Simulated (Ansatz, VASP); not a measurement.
V in VASP and in Ansatz

```xyz
1
Lattice="-1.4918 1.4918 1.4918 1.4918 -1.4918 1.4918 1.4918 1.4918 -1.4918" Properties=species:S:1:pos:R:3 pbc="T T T"
V     0.0000    0.0000    0.0000
```

Alike in both runs: task single point; functional r2SCAN; k mesh 15 × 15 × 15; occupations fermi-dirac, width 0.2 eV; no spin polarisation.

```csv
,VASP,Ansatz
version,VASP 6.6.1,Ansatz 0.2.0
potentials or method,"VASP PAW PBE potentials, release 64 (V_sv), cutoff 520 eV","plane waves (500 eV) with PAW, scalar-relativistic"
valence electrons in the cell,13,13
```

Ansatz gave:

```
pressure (GPa) : 1.0
```

**Question.** What did VASP give for the same quantities?

**Answer.** Pressure (GPa): 1.7.

VASP's potentials were made for PBE, not for r2SCAN.
